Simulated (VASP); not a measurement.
# Be (Pm-3m) in VASP: further runs

Runs on Be. Level: revPBE. Tasks: single point.

Program: VASP 6.6.1. These are calculated values, not measurements. Logs are shortened: lines on timing, memory, paths and dates and some standing lists are left out, and cuts for length are marked.

### Step 1. The cell of the first run

Symmetry: Pm-3m, No. 221, cubic system. The conventional cell has a = 2.218 Å, b = 2.218 Å, c = 2.218 Å, α = 90.00°, β = 90.00°, γ = 90.00°. Be (site symmetry m-3m) has 6 Be at 2.22 Å within 2.9 Å.

This isn't the form of Be at room conditions, which is hcp.

### Step 2. Single point, revPBE (10.91 Å³/atom)

Input file INCAR:

```
PREC     = Accurate       # precision mode
ENCUT    = 520            # plane-wave cutoff, eV
EDIFF    = 1E-6           # SCF threshold, eV
ISMEAR   = -1             # smearing method
SIGMA    = 0.1            # smearing width, eV
LREAL    = F              # projectors in reciprocal space
LASPH    = T              # aspherical terms in the spheres
NELM     = 80             # most SCF steps
ALGO     = Normal         # electronic algorithm
ISIF     = 2              # what is computed and relaxed
LWAVE    = F              # write WAVECAR
LCHARG   = F              # write CHGCAR
GGA      = RE             # functional
NBANDS   = 7              # bands
```

Input file KPOINTS:

```
Automatic mesh
0
Gamma
  16 16 16
```

Input file POSCAR:

```
Be
1.0
    2.2178904829      0.0000000000      0.0000000000
    0.0000000000      2.2178904829      0.0000000000
    0.0000000000      0.0000000000      2.2178904829
Be
1
Direct
    0.0000000000      0.0000000000      0.0000000000
```

Potentials or basis: VASP PAW PBE potentials, release 64 (Be).

Started as:

```
$ cat potpaw_PBE.64/Be/POTCAR > POTCAR
$ mpirun -np 1 vasp_std > vasp.out
```

OUTCAR:

```text
PREC = Accurate
   ENCUT = 520
   EDIFF = 1E-6
   ISMEAR = -1
   LREAL = F
   LASPH = T
   NELM = 80
   ISIF = 2
   GGA = RE

 ion  position               nearest neighbor table
   1  0.000  0.000  0.000-

  LATTYP: Found a simple cubic cell.
 ALAT       =     2.2178904829

  Lattice vectors:

 A1 = (   2.2178904829,   0.0000000000,   0.0000000000)
 A2 = (   0.0000000000,   2.2178904829,   0.0000000000)
 A3 = (   0.0000000000,   0.0000000000,   2.2178904829)

Analysis of symmetry for initial positions (statically):
=====================================================================
 Subroutine PRICEL returns:
 Original cell was already a primitive cell.

 Routine SETGRP: Setting up the symmetry group for a
 simple cubic supercell.

 Subroutine GETGRP returns: Found 48 space group operations
 (whereof 48 operations were pure point group operations)
 out of a pool of 48 trial point group operations.

The static configuration has the point symmetry O_h .

Analysis of symmetry for dynamics (positions and initial velocities):
=====================================================================
 Subroutine PRICEL returns:
 Original cell was already a primitive cell.

 Routine SETGRP: Setting up the symmetry group for a
 simple cubic supercell.

 Subroutine GETGRP returns: Found 48 space group operations
 (whereof 48 operations were pure point group operations)
 out of a pool of 48 trial point group operations.

The dynamic configuration has the point symmetry O_h .

 Subroutine INISYM returns: Found 48 space group operations
 (whereof 48 operations are pure point group operations),
 and found     1 'primitive' translations

----------------------------------------------------------------------------------------

                                     Primitive cell

  volume of cell :      10.9099

  direct lattice vectors                    reciprocal lattice vectors
     2.217890483  0.000000000  0.000000000     0.450878890  0.000000000  0.000000000
     0.000000000  2.217890483  0.000000000     0.000000000  0.450878890  0.000000000
     0.000000000  0.000000000  2.217890483     0.000000000  0.000000000  0.450878890

  length of vectors
     2.217890483  2.217890483  2.217890483     0.450878890  0.450878890  0.450878890

  position of ions in fractional coordinates (direct lattice)
     0.000000000  0.000000000  0.000000000

  ion indices of the primitive-cell ions
   primitive index   ion index
                 1           1

----------------------------------------------------------------------------------------

 KPOINTS: Automatic mesh

Automatic generation of k-mesh.
 Grid dimensions read from file:
 generate k-points for:   16   16   16

 Generating k-lattice:

  Cartesian coordinates                     Fractional coordinates (reciprocal lattice)
     0.028179931  0.000000000  0.000000000     0.062500000  0.000000000  0.000000000
     0.000000000  0.028179931  0.000000000     0.000000000  0.062500000  0.000000000
     0.000000000  0.000000000  0.028179931     0.000000000  0.000000000  0.062500000

  Length of vectors
     0.028179931  0.028179931  0.028179931

  Shift w.r.t. Gamma in fractional coordinates (k-lattice)
     0.000000000  0.000000000  0.000000000

 Subroutine IBZKPT returns following result:
 ===========================================

 Found    165 irreducible k-points:

 Following reciprocal coordinates:
            Coordinates               Weight
  0.000000  0.000000  0.000000      1.000000
  0.062500  0.000000  0.000000      6.000000
  0.125000  0.000000  0.000000      6.000000
  0.187500  0.000000  0.000000      6.000000
  0.250000  0.000000  0.000000      6.000000
  0.312500  0.000000  0.000000      6.000000
[... 16 lines left out ...]
  0.437500  0.125000  0.000000     24.000000
  0.500000  0.125000  0.000000     12.000000
 [... further k-points ...]
   k-points           NKPTS =    165   k-points in BZ     NKDIM =    165   number of bands    NBANDS=      7
   number of dos      NEDOS =    301   number of ions     NIONS =      1
   total plane-waves  NPLWV =   4096
   dimension x,y,z NGX =    16 NGY =   16 NGZ =   16
   dimension x,y,z NGXF=    32 NGYF=   32 NGZF=   32
   ions per type =               1
   NGX,Y,Z   is equivalent  to a cutoff of  11.99, 11.99, 11.99 a.u.
   NGXF,Y,Z  is equivalent  to a cutoff of  23.99, 23.99, 23.99 a.u.
 SYSTEM =  unknown system
   PREC   = accura    normal or accurate (medium, high low for compatibility)
   ISTART =      0    job   : 0-new  1-cont  2-samecut
   ICHARG =      2    charge: 1-file 2-atom 10-const
   ISPIN  =      1    spin polarized calculation?
   LNONCOLLINEAR =      F non collinear calculations
   LSORBIT =      F    spin-orbit coupling
   LASPH  =      T    aspherical Exc in radial PAW
   ENCUT  =  520.0 eV  38.22 Ry    6.18 a.u.   4.12  4.12  4.12*2*pi/ulx,y,z
   NELM   =     80;   NELMIN=  2; NELMDL= -5     # of ELM steps
   EDIFF  = 0.1E-05   stopping-criterion for ELM
   LREAL  =      F    real-space projection
   EDIFFG = 0.1E-04   stopping-criterion for IOM
   NSW    =      0    number of steps for IOM
   IBRION =     -1    ionic relax: 0-MD 1-quasi-New 2-CG
   NFREE  =      0    steps in history (QN), initial steepest desc. (CG)
   ISIF   =      2    stress and relaxation
   ISYM   =      2    0-nonsym 1-usesym 2-fastsym
   POTIM  = 0.5000    time-step for ionic-motion
   TEBEG  =    0.0;   TEEND  =   0.0 temperature during run
   PSTRESS=    0.0 pullay stress
   NELECT =       2.0000    total number of electrons
   NUPDOWN=      -1.0000    fix difference up-down
   EMIN   =  10.00;   EMAX   =-10.00  energy-range for DOS
   EFERMI =   0.00;   METHOD = LEGACY
   ISMEAR =    -1;   SIGMA  =   0.10  broadening in eV -4-tet -1-fermi 0-gaus
   EFERMI_NEDOS =   21; number of points for ismear=-14 and -15
   IALGO  =     38    algorithm
   IMIX   =      4    mixing-type and parameters
     AMIX     =   0.40;   BMIX     =  1.00
     AMIX_MAG =   1.60;   BMIX_MAG =  1.00
  volume/ion in A,a.u.               =      10.91        73.62
  Fermi-wavevector in a.u.,A,eV,Ry     =   0.929990  1.757425 11.767414  0.864881
  Thomas-Fermi vector in A             =   2.056331
   LORBIT       =      0    0 simple, 1 ext, 2 COOP (PROOUT), +10 PAW based schemes
   GGA     = RE    functional components
   LHFCALC =     F    Hartree Fock is set to
   AEXX    =    0.0000 exact exchange contribution
   IVDW    =     0    specifies the selected vdW correction
   LEPSILON=     F    determine dielectric tensor
   LRPA    =     F    only Hartree local field effects (RPA)
 non-spin polarized calculation
  energy-cutoff  :      520.00
  volume of cell :       10.91
 maximum number of plane-waves:       305
   NGX =  9   NGY =  9   NGZ =  9

 number of electron       2.0000000 magnetization

 Free energy of the ion-electron system (eV)
  ---------------------------------------------------
  ext. energy  EPLUGINS =         0.00000000
  ---------------------------------------------------
  free energy    TOTEN  =        -2.58250640 eV

  energy without entropy =       -2.57006134  energy(sigma->0) =       -2.57628387

 E-fermi :   4.3788     XC(G=0):  -9.5744

 val. band max:        4.3557548660   @ k =   0.5000   0.3125   0.1250
 cond. band min:       4.3865256310   @ k =   0.5000   0.3125   0.2500
 fundamental gap:      0.0307707650
 Fermi energy:         4.3788119852

 k-point     1 :       0.0000    0.0000    0.0000
  band No.  band energies     occupation
      1      -4.9696      2.00000
      2      17.4682      0.00000
      3      17.4682      0.00000
      4      17.4682      0.00000
      5      22.8787      0.00000
      6      22.8787      0.00000
      7      31.0609      0.00000

 k-point     2 :       0.0625    0.0000    0.0000
  band No.  band energies     occupation
      1      -4.8750      2.00000
      2      16.1781      0.00000
      3      17.5606      0.00000
      4      17.5606      0.00000
      5      22.9926      0.00000
      6      24.2834      0.00000
      7      31.0093      0.00000

 k-point     3 :       0.1250    0.0000    0.0000
  band No.  band energies     occupation
      1      -4.5918      2.00000
      2      13.8319      0.00000
      3      17.8338      0.00000
      4      17.8338      0.00000
      5      23.3331      0.00000
      6      26.8670      0.00000
      7      30.9530      0.00000

 k-point     4 :       0.1875    0.0000    0.0000
  band No.  band energies     occupation
      1      -4.1214      2.00000
      2      11.3988      0.00000
      3      18.2749      0.00000
      4      18.2749      0.00000
      5      23.8966      0.00000
      6      28.8886      0.00000
      7      31.6280      0.00000

 k-point     5 :       0.2500    0.0000    0.0000
  band No.  band energies     occupation
      1      -3.4671      2.00000
      2       9.0783      0.00000
      3      18.8581      0.00000
      4      18.8581      0.00000
      5      24.6747      0.00000
      6      29.1433      0.00000
      7      33.9300      0.00000

 k-point     6 :       0.3125    0.0000    0.0000
  band No.  band energies     occupation
      1      -2.6369      2.00000
      2       6.9315      0.00000
      3      19.5344      0.00000
      4      19.5344      0.00000
      5      25.6483      0.00000
      6      28.8512      0.00000
      7      35.1297      0.00000

 k-point     7 :       0.3750    0.0000    0.0000
  band No.  band energies     occupation
      1      -1.6525      2.00000
      2       4.9994      0.00403
      3      20.2155      0.00000
      4      20.2155      0.00000
      5      26.7673      0.00000
      6      28.5313      0.00000
      7      33.3509      0.00000
[... 121 lines left out ...]
 k-point    20 :       0.2500    0.1250    0.0000
  band No.  band energies     occupation
      1      -3.0832      2.00000
      2       9.2499      0.00000
      3      15.9128      0.00000
      4      19.2120      0.00000
      5      27.1720      0.00000
      6      28.3436      0.00000
      7      33.9369      0.00000

 k-point    21 :       0.3125    0.1250    0.0000
  band No.  band energies     occupation
      1      -2.2491      2.00000
      2       7.1745      0.00000
      3      16.6535      0.00000
      4      19.8809      0.00000
      5      26.5891      0.00000
      6      28.4324      0.00000
      7      34.2167      0.00000

 k-point    22 :       0.3750    0.1250    0.0000
  band No.  band energies     occupation
      1      -1.2577      2.00000
      2       5.2747      0.00026
      3      17.4926      0.00000
      4      20.5525      0.00000
      5      25.3029      0.00000
      6      29.3048      0.00000
      7      33.1770      0.00000

 k-point    23 :       0.4375    0.1250    0.0000
  band No.  band energies     occupation
      1      -0.1870      2.00000
      2       3.6530      1.99859
      3      18.2555      0.00000
      4      21.0815      0.00000
      5      24.2108      0.00000
      6      30.2718      0.00000
      7      32.1920      0.00000

 k-point    24 :       0.5000    0.1250    0.0000
  band No.  band energies     occupation
      1       0.4785      2.00000
      2       2.8031      2.00000
      3      18.5979      0.00000
      4      21.2885      0.00000
      5      23.7512      0.00000
      6      31.1555      0.00000
      7      31.3278      0.00000

 [... further k-points ...]
[... 5 lines left out ...]
  --------------------------------------------------------------------------------------
  -------------------------------------------------------------------------------------
  Total       -0.1750887     -0.1750887     -0.1750887     -0.0000000      0.0000000     -0.0000000
  in kB      -25.7127426    -25.7127426    -25.7127426     -0.0000000      0.0000000     -0.0000000
  external PRESSURE =     -25.7127426 kB  Pullay stress =       0.0000000 kB

 VOLUME and BASIS-vectors are now :
 -----------------------------------------------------------------------------
  energy-cutoff  :      520.00
  volume of cell :       10.91
      direct lattice vectors                 reciprocal lattice vectors
     2.217890483  0.000000000  0.000000000     0.450878890  0.000000000  0.000000000
     0.000000000  2.217890483  0.000000000     0.000000000  0.450878890  0.000000000
     0.000000000  0.000000000  2.217890483     0.000000000  0.000000000  0.450878890

 POSITION                                       TOTAL-FORCE (eV/Angst)
 -----------------------------------------------------------------------------------
      0.00000      0.00000      0.00000         0.000000      0.000000      0.000000
 -----------------------------------------------------------------------------------
    total drift:                               -0.000000     -0.000000     -0.000000

  FREE ENERGIE OF THE ION-ELECTRON SYSTEM (eV)
  ---------------------------------------------------
  free  energy   TOTEN  =        -2.5825064043 eV

  energy  without entropy=       -2.5700613365  energy(sigma->0) =       -2.57628387
```

Wall time 10 s (1 thread of AMD EPYC 7R13, shared host); peak memory 0.08 GiB.

Results:

| Quantity | Value |
| --- | --- |
| Free energy | -2.5825 eV |
| Pressure | -2.6 GPa |
| Band gap on the k mesh | zero (bands 1 and 2 overlap by 7.08 eV) |

Caveat: the PAW data sets were made with another functional, which shifts forces and pressure a little.

### Step 3. Single point, revPBE (11.33 Å³/atom)

This run uses another cell than the first one, of 11.33 Å³/atom.

Input file INCAR:

```
SYSTEM = Be
PREC     = Accurate       ! precision mode
ENCUT    = 520            ! plane-wave cutoff, eV
EDIFF    = 1E-6           ! SCF threshold, eV
ISMEAR   = -1             ! smearing method
SIGMA    = 0.1            ! smearing width, eV
LREAL    = .False.        ! projectors in reciprocal space
LASPH    = .True.         ! aspherical terms in the spheres
NELM     = 60             ! most SCF steps
ALGO     = Normal         ! electronic algorithm
ISIF     = 2              ! what is computed and relaxed
LWAVE    = .False.        ! write WAVECAR
LCHARG   = .True.         ! write CHGCAR
GGA      = RE             ! functional
LELF     = .True.         ! ELF
LVHAR    = .True.       
NBANDS   = 7              ! bands
```

Input file KPOINTS:

```
regular mesh
0
Gamma
  16 16 16
  0 0 0
```

Input file POSCAR:

```
Be
1.0
    2.2459680267      0.0000000000      0.0000000000
    0.0000000000      2.2459680267      0.0000000000
    0.0000000000      0.0000000000      2.2459680267
Be
1
Direct
    0.0000000000      0.0000000000      0.0000000000
```

Potentials or basis: VASP PAW PBE potentials, release 64 (Be).

Started as:

```
$ cat potpaw_PBE.64/Be/POTCAR > POTCAR
$ mpirun -np 1 vasp_std > vasp.out
```

Wall time 12 s (1 thread of AMD EPYC 7R13, shared host); peak memory 0.09 GiB.

The run converged. Its results:

```yaml
Free_energy: -2.5727 eV
Pressure: -4.8 GPa
Band_gap_on_the_k_mesh: zero (bands 1 and 2 overlap by 6.98 eV)
```

Levels at points of the mesh, in eV from the Fermi level:
```tsv
k point	band 1	band 2	band 3	band 4	band 5	band 6
(0.00, 0.00, 0.00)	-9.14	12.74	12.74	12.74	18.11	18.11
(0.50, 0.00, 0.00)	-4.17	-1.86	16.12	16.12	23.29	23.51
(0.50, 0.50, 0.00)	0.77	0.77	6.32	6.48	18.89	30.46
(0.50, 0.50, 0.50)	5.11	5.11	5.11	12.58	12.58	12.58
```

Caveat: the cell stands under tension; the PAW data sets were made with another functional, which shifts forces and pressure a little.

### Step 4. Single point, revPBE (11.75 Å³/atom)

This run uses another cell than the first one, of 11.75 Å³/atom.

Input file INCAR:

```
  PREC = Accurate
  ENCUT = 520
  EDIFF = 1E-6
  ISMEAR = -1
  SIGMA = 0.1
  LREAL = False
  LASPH = True
  NELM = 80
  ALGO = Normal
  ISIF = 2
  LWAVE = False
  LCHARG = False
  GGA = RE
  NBANDS = 7
```

Input file KPOINTS:

```
Automatic mesh
0
Gamma
  16 16 16
```

Input file POSCAR:

```
Be
1.0
    2.2733605803      0.0000000000      0.0000000000
    0.0000000000      2.2733605803      0.0000000000
    0.0000000000      0.0000000000      2.2733605803
Be
1
Direct
    0.0000000000      0.0000000000      0.0000000000
```

Started as:

```
$ cat potpaw_PBE.64/Be/POTCAR > POTCAR
$ mpirun -np 1 vasp_std > vasp.out
```

Wall time 14 s (1 thread of AMD EPYC 7R13, shared host); peak memory 0.09 GiB.

Results (log left out):

- Free energy: -2.5575 eV
- Pressure: -6.7 GPa
- Band gap on the k mesh: zero (bands 1 and 2 overlap by 6.88 eV)

Levels at points of the mesh, in eV from the Fermi level:
| k point | band 1 | band 2 | band 3 | band 4 |
| --- | --- | --- | --- | --- |
| (0.00, 0.00, 0.00) | -8.94 | 12.42 | 12.42 | 12.42 |
| (0.50, 0.00, 0.00) | -4.02 | -1.89 | 15.67 | 15.67 |
| (0.50, 0.50, 0.00) | 0.78 | 0.78 | 6.02 | 6.43 |
| (0.50, 0.50, 0.50) | 4.99 | 4.99 | 4.99 | 12.37 |

Caveat: the cell stands under tension; the PAW data sets were made with another functional, which shifts forces and pressure a little.

### Step 5. Single point, revPBE

This run uses another cell than the first one, of 10.49 Å³/atom.

Input file INCAR:

```
SYSTEM = Be
PREC = Accurate
ENCUT = 520
EDIFF = 1E-7
ISMEAR = -1
SIGMA = 0.1
LREAL = .FALSE.
LASPH = .TRUE.
NELM = 100
ALGO = Normal
ISIF = 2
LWAVE = .FALSE.
LCHARG = .FALSE.
GGA = RE
NBANDS = 7
```

Input file KPOINTS:

```
Automatic mesh
0
G
  23 23 23
  0 0 0
```

Input file POSCAR:

```
Be
1.0
    2.1890834498      0.0000000000      0.0000000000
    0.0000000000      2.1890834498      0.0000000000
    0.0000000000      0.0000000000      2.1890834498
Be
1
Direct
    0.0000000000      0.0000000000      0.0000000000
```

Started as:

```
$ cat potpaw_PBE.64/Be/POTCAR > POTCAR
$ mpirun -np 1 vasp_std > vasp.out
```

Run time: 22 s. Hardware: 1 thread of AMD EPYC 7R13, shared host; peak memory 0.1 GiB.

The run converged. Its results:

```yaml
Free_energy: -2.5851 eV
Pressure: 0.0 GPa
Band_gap_on_the_k_mesh: zero (bands 1 and 2 overlap by 6.85 eV)
```

Levels at points of the mesh, in eV from the Fermi level:
```
           k point  band 1  band 2  band 3  band 4  band 5  band 6
(0.00, 0.00, 0.00)   -9.60   13.42   13.42   13.42   18.88   18.88
```

Caveat: the PAW data sets were made with another functional, which shifts forces and pressure a little.

### Step 6. Summary

```tsv
cell	k mesh	gap on the mesh (eV)	pressure (GPa)
a = 2.218 Å, 1 atom	16 × 16 × 16	none	-2.6
a = 2.246 Å, 1 atom	16 × 16 × 16	none	-4.8
a = 2.273 Å, 1 atom	16 × 16 × 16	none	-6.7
a = 2.189 Å, 1 atom	23 × 23 × 23	none	0.0
```

Alike in all rows: task single point; level revPBE; potentials or basis VASP PAW PBE potentials, release 64 (Be); no spin polarisation; cutoff (eV) 520; smearing fermi-dirac 0.1 eV.

Caveats: the PAW data sets were made with another functional, which shifts forces and pressure a little; the cell stands under tension (at least some runs).

Total energies depend on the potentials used, so only differences within one code and one set of settings carry meaning.
